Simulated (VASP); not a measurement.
# SnO (P6_3mc) in VASP: notebook

The runs below take SnO through single point, with r2SCAN+rVV10, PBEsol.

Everything below comes from runs of VASP 6.6.1. Logs are shortened: lines on timing, memory, paths and dates and some standing lists are left out, and cuts for length are marked.

## 1. The cell of the first run

Symmetry: P6_3mc, No. 186, hexagonal system. Conventional cell: a = 3.278 Å, b = 3.278 Å, c = 17.436 Å, α = 90.00°, β = 90.00°, γ = 120.00°. Sn (site symmetry 3m) has 3 O at 2.16 Å within 2.9 Å. Within 2.9 Å of Sn (site symmetry 3m) lie 3 O at 2.16 Å. Within 2.9 Å of O (site symmetry 3m) lie 3 Sn at 2.16 Å. Within 2.9 Å of O (site symmetry 3m) lie 3 Sn at 2.16 Å.

## 2. Single point, r2SCAN+rVV10

POSCAR reads:

```
SnO
1.0
    3.2776165191      0.0000000000      0.0000000000
   -1.6388082595      2.8384991694      0.0000000000
    0.0000000000      0.0000000000     17.4360553625
Sn O
4 4
Direct
    0.0000000000      0.0000000000     -0.0008397373
    0.3333333333      0.6666666667      0.2485433752
    0.0000000000      0.0000000000      0.4991602627
    0.6666666667      0.3333333333      0.7485433752
    0.0000000000      0.0000000000      0.1883421903
    0.3333333333      0.6666666667      0.4389541719
    0.0000000000      0.0000000000      0.6883421903
    0.6666666667      0.3333333333      0.9389541719
```

INCAR.step1 reads:

```
PREC = Accurate
ENCUT = 520
ISMEAR = -1
SIGMA = 0.03
LREAL = F
LASPH = T
NELM = 100
NBANDS = 50
GGA = PE
ALGO = Normal
EDIFF = 1E-4
LWAVE = T
LCHARG = F
```

INCAR.step2 reads:

```
PREC = Accurate
ENCUT = 520
EDIFF = 1E-6
ISMEAR = -1
SIGMA = 0.03
LREAL = F
LASPH = T
NELM = 100
ALGO = Normal
ISIF = 2
LWAVE = F
LCHARG = F
METAGGA = R2SCAN
LMIXTAU = T
LUSE_VDW = T
IVDW_NL = 2
BPARAM = 11.95
CPARAM = 0.0093
NBANDS = 50
ISTART = 1
```

KPOINTS reads:

```
Automatic mesh
0
Gamma
  12 12 2
```

Potentials or basis: VASP PAW PBE potentials, release 64 (Sn_d, O).

The run is started by

```console
$ cat potpaw_PBE.64/Sn_d/POTCAR potpaw_PBE.64/O/POTCAR > POTCAR
$ cp INCAR.step1 INCAR
$ mpirun -np 1 vasp_std > vasp.out
$ cp INCAR.step2 INCAR
$ mpirun -np 1 vasp_std > vasp.out
```

OUTCAR:

```text
PREC = Accurate
   ENCUT = 520
   EDIFF = 1E-6
   ISMEAR = -1
   LREAL = F
   LASPH = T
   NELM = 100
   ISIF = 2
   METAGGA = R2SCAN
   IVDW_NL = 2
   BPARAM = 11.95
   ISTART = 1

 ion  position               nearest neighbor table
   1  0.000  0.000  0.999-   8 2.16   8 2.16   8 2.16
   2  0.333  0.667  0.249-   5 2.16   5 2.16   5 2.16
   3  0.000  0.000  0.499-   6 2.16   6 2.16   6 2.16
   4  0.667  0.333  0.749-   7 2.16   7 2.16   7 2.16
   5  0.000  0.000  0.188-   2 2.16   2 2.16   2 2.16
   6  0.333  0.667  0.439-   3 2.16   3 2.16   3 2.16
   7  0.000  0.000  0.688-   4 2.16   4 2.16   4 2.16
   8  0.667  0.333  0.939-   1 2.16   1 2.16   1 2.16

  LATTYP: Found a hexagonal cell.
 ALAT       =     3.2776165191
 C/A-ratio  =     5.3197362354

  Lattice vectors:

 A1 = (   3.2776165191,   0.0000000000,   0.0000000000)
 A2 = (  -1.6388082595,   2.8384991694,   0.0000000000)
 A3 = (   0.0000000000,   0.0000000000,  17.4360553625)

Analysis of symmetry for initial positions (statically):
=====================================================================
 Subroutine PRICEL returns:
 Original cell was already a primitive cell.

 Routine SETGRP: Setting up the symmetry group for a
 hexagonal supercell.

 Subroutine GETGRP returns: Found 12 space group operations
 (whereof  6 operations were pure point group operations)
 out of a pool of 24 trial point group operations.

The static configuration has the point symmetry C_3v.
 The point group associated with its full space group is C_6v.

Analysis of symmetry for dynamics (positions and initial velocities):
=====================================================================
 Subroutine PRICEL returns:
 Original cell was already a primitive cell.

 Routine SETGRP: Setting up the symmetry group for a
 hexagonal supercell.

 Subroutine GETGRP returns: Found 12 space group operations
 (whereof  6 operations were pure point group operations)
 out of a pool of 24 trial point group operations.

The dynamic configuration has the point symmetry C_3v.
 The point group associated with its full space group is C_6v.

 Subroutine INISYM returns: Found 12 space group operations
 (whereof  6 operations are pure point group operations),
 and found     1 'primitive' translations

----------------------------------------------------------------------------------------

                                     Primitive cell

  volume of cell :     162.2165

  direct lattice vectors                    reciprocal lattice vectors
     3.277616519  0.000000000  0.000000000     0.305099756  0.176149426  0.000000000
    -1.638808259  2.838499169  0.000000000     0.000000000  0.352298852  0.000000000
     0.000000000  0.000000000 17.436055362     0.000000000  0.000000000  0.057352422

  length of vectors
     3.277616519  3.277616519 17.436055362     0.352298852  0.352298852  0.057352422

  position of ions in fractional coordinates (direct lattice)
     0.000000000  0.000000000  0.999160263
     0.333333333  0.666666667  0.248543375
     0.000000000  0.000000000  0.499160263
     0.666666667  0.333333333  0.748543375
     0.000000000  0.000000000  0.188342190
     0.333333333  0.666666667  0.438954172
     0.000000000  0.000000000  0.688342190
     0.666666667  0.333333333  0.938954172

  ion indices of the primitive-cell ions
   primitive index   ion index
                 1           1
                 2           2
                 3           3
                 4           4
                 5           5
                 6           6
                 7           7
                 8           8

----------------------------------------------------------------------------------------

 KPOINTS: Automatic mesh

Automatic generation of k-mesh.
 Grid dimensions read from file:
 generate k-points for:   12   12    2

 Generating k-lattice:

  Cartesian coordinates                     Fractional coordinates (reciprocal lattice)
     0.025424980  0.014679119  0.000000000     0.083333333  0.000000000  0.000000000
     0.000000000  0.029358238  0.000000000     0.000000000  0.083333333  0.000000000
     0.000000000  0.000000000  0.028676211     0.000000000  0.000000000  0.500000000

  Length of vectors
     0.029358238  0.029358238  0.028676211

  Shift w.r.t. Gamma in fractional coordinates (k-lattice)
     0.000000000  0.000000000  0.000000000

 Subroutine IBZKPT returns following result:
 ===========================================

 Found     38 irreducible k-points:

 Following reciprocal coordinates:
            Coordinates               Weight
  0.000000  0.000000  0.000000      1.000000
  0.083333  0.000000  0.000000      6.000000
  0.166667  0.000000  0.000000      6.000000
  0.250000  0.000000  0.000000      6.000000
  0.333333  0.000000  0.000000      6.000000
  0.416667  0.000000  0.000000      6.000000
[... 16 lines left out ...]
  0.250000  0.000000  0.500000      6.000000
  0.333333  0.000000  0.500000      6.000000
 [... further k-points ...]
   k-points           NKPTS =     38   k-points in BZ     NKDIM =     38   number of bands    NBANDS=     50
   number of dos      NEDOS =    301   number of ions     NIONS =      8
   total plane-waves  NPLWV =  80640
   dimension x,y,z NGX =    24 NGY =   24 NGZ =  140
   dimension x,y,z NGXF=    48 NGYF=   48 NGZF=  280
   ions per type =               4   4
   NGX,Y,Z   is equivalent  to a cutoff of  12.17, 12.17, 13.35 a.u.
   NGXF,Y,Z  is equivalent  to a cutoff of  24.35, 24.35, 26.70 a.u.
 SYSTEM =  unknown system
   PREC   = accura    normal or accurate (medium, high low for compatibility)
   ISTART =      1    job   : 0-new  1-cont  2-samecut
   ICHARG =      0    charge: 1-file 2-atom 10-const
   ISPIN  =      1    spin polarized calculation?
   LNONCOLLINEAR =      F non collinear calculations
   LSORBIT =      F    spin-orbit coupling
   LASPH  =      T    aspherical Exc in radial PAW
   ENCUT  =  520.0 eV  38.22 Ry    6.18 a.u.   6.09  6.09 32.42*2*pi/ulx,y,z
   NELM   =    100;   NELMIN=  2; NELMDL=  0     # of ELM steps
   EDIFF  = 0.1E-05   stopping-criterion for ELM
   LREAL  =      F    real-space projection
   EDIFFG = 0.1E-04   stopping-criterion for IOM
   NSW    =      0    number of steps for IOM
   IBRION =     -1    ionic relax: 0-MD 1-quasi-New 2-CG
   NFREE  =      0    steps in history (QN), initial steepest desc. (CG)
   ISIF   =      2    stress and relaxation
   ISYM   =      2    0-nonsym 1-usesym 2-fastsym
   POTIM  = 0.5000    time-step for ionic-motion
   TEBEG  =    0.0;   TEEND  =   0.0 temperature during run
   PSTRESS=    0.0 pullay stress
   NELECT =      80.0000    total number of electrons
   NUPDOWN=      -1.0000    fix difference up-down
   EMIN   =  10.00;   EMAX   =-10.00  energy-range for DOS
   EFERMI =   0.00;   METHOD = LEGACY
   ISMEAR =    -1;   SIGMA  =   0.03  broadening in eV -4-tet -1-fermi 0-gaus
   EFERMI_NEDOS =   21; number of points for ismear=-14 and -15
   IALGO  =     38    algorithm
   IMIX   =      4    mixing-type and parameters
     AMIX     =   0.40;   BMIX     =  1.00
     AMIX_MAG =   1.60;   BMIX_MAG =  1.00
  volume/ion in A,a.u.               =      20.28       136.84
  Fermi-wavevector in a.u.,A,eV,Ry     =   1.293421  2.444211 22.761688  1.672937
  Thomas-Fermi vector in A             =   2.425067
   LORBIT       =      0    0 simple, 1 ext, 2 COOP (PROOUT), +10 PAW based schemes
   METAGGA = R2SCAN    functional components
   LHFCALC =     F    Hartree Fock is set to
   AEXX    =    0.0000 exact exchange contribution
   IVDW_NL    =     2    kernel type
   BPARAM     =11.9500
   IVDW    =     0    specifies the selected vdW correction
   LEPSILON=     F    determine dielectric tensor
   LRPA    =     F    only Hartree local field effects (RPA)
 non-spin polarized calculation
  energy-cutoff  :      520.00
  volume of cell :      162.22
 maximum number of plane-waves:      4422
   NGX = 13   NGY = 13   NGZ = 65

 number of electron      80.0000027 magnetization

 Free energy of the ion-electron system (eV)
  ---------------------------------------------------
  ext. energy  EPLUGINS =         0.00000000
  ---------------------------------------------------
  free energy    TOTEN  =      -128.34704967 eV

  energy without entropy =     -128.34704967  energy(sigma->0) =     -128.34704967

 E-fermi :   5.1712     XC(G=0): -10.0920

 val. band max:        4.4601338902   @ k =   0.3333   0.3333   0.0000
 cond. band min:       5.8829230454   @ k =   0.5000   0.0000   0.0000
 fundamental gap:      1.4227891551
 Fermi energy:         5.1712263302

 k-point     1 :       0.0000    0.0000    0.0000
  band No.  band energies     occupation
      1     -17.1903      2.00000
      2     -17.1903      2.00000
      3     -17.1903      2.00000
      4     -17.1903      2.00000
      5     -17.1867      2.00000
      6     -17.1835      2.00000
[... 42 lines left out ...]
     49      13.7342      0.00000
     50      13.7506      0.00000

 k-point     2 :       0.0833    0.0000    0.0000
  band No.  band energies     occupation
      1     -17.2662      2.00000
      2     -17.2650      2.00000
      3     -17.2549      2.00000
      4     -17.2537      2.00000
      5     -17.1767      2.00000
      6     -17.1767      2.00000
[... 42 lines left out ...]
     49      13.0520      0.00000
     50      13.5757      0.00000

 k-point     3 :       0.1667    0.0000    0.0000
  band No.  band energies     occupation
      1     -17.3789      2.00000
      2     -17.3778      2.00000
      3     -17.3674      2.00000
      4     -17.3662      2.00000
      5     -17.1395      2.00000
      6     -17.1395      2.00000
[... 42 lines left out ...]
     49      13.0135      0.00000
     50      13.2646      0.00000

 k-point     4 :       0.2500    0.0000    0.0000
  band No.  band energies     occupation
      1     -17.5059      2.00000
      2     -17.5052      2.00000
      3     -17.4947      2.00000
      4     -17.4939      2.00000
      5     -17.0900      2.00000
      6     -17.0900      2.00000
[... 999 lines left out ...]
 k-point    23 :       0.2500    0.0000    0.5000
  band No.  band energies     occupation
      1     -17.5056      2.00000
      2     -17.5056      2.00000
      3     -17.4943      2.00000
      4     -17.4943      2.00000
      5     -17.0900      2.00000
      6     -17.0900      2.00000
[... 42 lines left out ...]
     49      12.8926      0.00000
     50      12.8929      0.00000

 k-point    24 :       0.3333    0.0000    0.5000
  band No.  band energies     occupation
      1     -17.6170      2.00000
      2     -17.6170      2.00000
      3     -17.6060      2.00000
      4     -17.6060      2.00000
      5     -17.1014      2.00000
      6     -17.1014      2.00000
[... 42 lines left out ...]
     49      12.5294      0.00000
     50      12.5312      0.00000

 [... further k-points ...]
[... 5 lines left out ...]
  --------------------------------------------------------------------------------------
  -------------------------------------------------------------------------------------
  Total        0.6496242      0.6496242      0.3298341      0.0000000      0.0000000      0.0000000
  in kB        6.4161964      6.4161964      3.2576995      0.0000000      0.0000000      0.0000000
  external PRESSURE =       5.3633641 kB  Pullay stress =       0.0000000 kB

 VOLUME and BASIS-vectors are now :
 -----------------------------------------------------------------------------
  energy-cutoff  :      520.00
  volume of cell :      162.22
      direct lattice vectors                 reciprocal lattice vectors
     3.277616519  0.000000000  0.000000000     0.305099756  0.176149426  0.000000000
    -1.638808259  2.838499169  0.000000000     0.000000000  0.352298852  0.000000000
     0.000000000  0.000000000 17.436055362     0.000000000  0.000000000  0.057352422

 POSITION                                       TOTAL-FORCE (eV/Angst)
 -----------------------------------------------------------------------------------
      0.00000      0.00000     17.42141         0.000000     -0.000000      0.114589
     -0.00000      1.89233      4.33362        -0.000000      0.000000      0.115543
      0.00000      0.00000      8.70339        -0.000000      0.000000      0.114589
      1.63881      0.94617     13.05164        -0.000000      0.000000      0.115543
      0.00000      0.00000      3.28394        -0.000000      0.000000     -0.115116
     -0.00000      1.89233      7.65363         0.000000     -0.000000     -0.115016
      0.00000      0.00000     12.00197         0.000000     -0.000000     -0.115116
      1.63881      0.94617     16.37166        -0.000000     -0.000000     -0.115016
 -----------------------------------------------------------------------------------
    total drift:                                0.000001      0.000002     -0.010291

  FREE ENERGIE OF THE ION-ELECTRON SYSTEM (eV)
  ---------------------------------------------------
  free  energy   TOTEN  =      -128.3470496706 eV

  energy  without entropy=     -128.3470496706  energy(sigma->0) =     -128.34704967
```

Run time: 15 min. Hardware: 1 thread of Intel Xeon Platinum 8488C (Sapphire Rapids), shared host; peak memory 0.71 GiB.

What came out:

```yaml
Free_energy: -128.3470 eV
Pressure: 0.5 GPa
Largest_force: 0.116 eV/Å
Band_gap_on_the_k_mesh: 1.42 eV (least direct gap 1.76 eV)
```

Forces in eV/Å, atoms in the order of the input:
```
Sn   0.000  0.000  0.115
Sn   0.000  0.000  0.116
Sn   0.000  0.000  0.115
Sn   0.000  0.000  0.116
O    0.000  0.000 -0.115
O    0.000  0.000 -0.115
O    0.000  0.000 -0.115
O    0.000  0.000 -0.115
```

Stress tensor (GPa, compression positive):
```
0.64 0.00 0.00
0.00 0.64 0.00
0.00 0.00 0.33
```

Caveat: the PAW data sets were made with another functional, which shifts forces and pressure a little; spin-orbit coupling is left out, which moves the levels of the heavy elements.

## 3. Single point, PBEsol

This run uses another cell than the first one, of 19.68 Å³/atom.

INCAR reads:

```
PREC = Accurate
ENCUT = 520
EDIFF = 1E-7
ISMEAR = -1
SIGMA = 0.03
LREAL = False
LASPH = True
NELM = 60
ALGO = Normal
ISIF = 2
LWAVE = False
LCHARG = False
GGA = PS
NBANDS = 50
```

KPOINTS reads:

```
regular mesh
0
Gamma
  9 9 2
```

POSCAR reads:

```
SnO
1.0
    3.2894015198      0.0000000000      0.0000000000
   -1.6447007599      2.8487052794      0.0000000000
    0.0000000000      0.0000000000     16.8004902680
Sn O
4 4
Direct
    0.0000000000      0.0000000000      0.0011699775
    0.3333333333      0.6666666667      0.2502501989
    0.0000000000      0.0000000000      0.5011699775
    0.6666666667      0.3333333333      0.7502501989
    0.0000000000      0.0000000000      0.1863132323
    0.3333333333      0.6666666667      0.4372665914
    0.0000000000      0.0000000000      0.6863132323
    0.6666666667      0.3333333333      0.9372665914
```

Potentials or basis: VASP PAW PBE potentials, release 64 (Sn_d, O).

The run is started by

```console
$ cat potpaw_PBE.64/Sn_d/POTCAR potpaw_PBE.64/O/POTCAR > POTCAR
$ mpirun -np 1 vasp_std > vasp.out
```

Wall time 2.3 min (1 thread of AMD EPYC 9R45 (Zen 5), shared host); peak memory 0.29 GiB.

Results (log left out):

```
Free energy            : -45.5975 eV
Pressure               : 0.2 GPa
Largest force          : 0.067 eV/Å
Band gap on the k mesh : 1.32 eV (least direct gap 1.57 eV)
```

Forces in eV/Å, atoms in the order of the input:
```
Sn   0.000  0.000  0.066
Sn   0.000  0.000  0.067
Sn   0.000  0.000  0.066
Sn   0.000  0.000  0.067
O    0.000  0.000 -0.067
O    0.000  0.000 -0.066
O    0.000  0.000 -0.067
O    0.000  0.000 -0.066
```

Stress tensor (GPa, compression positive):
```
0.24 0.00 0.00
0.00 0.24 0.00
0.00 0.00 0.13
```

Levels at points of the mesh, in eV from the valence-band top:
```
           k point  band 37  band 38  band 39  band 40  band 41  band 42  band 43  band 44
(0.00, 0.00, 0.00)    -2.64    -1.83    -1.79    -0.83     1.32     2.21     2.25     3.03
(0.00, 0.00, 0.50)    -2.41    -2.41    -1.16    -1.16     1.62     1.62     2.79     2.79
```

Caveat: the PAW data sets were made with another functional, which shifts forces and pressure a little; spin-orbit coupling is left out, which moves the levels of the heavy elements; an odd mesh through Γ misses points on the zone boundary, where band edges can lie.
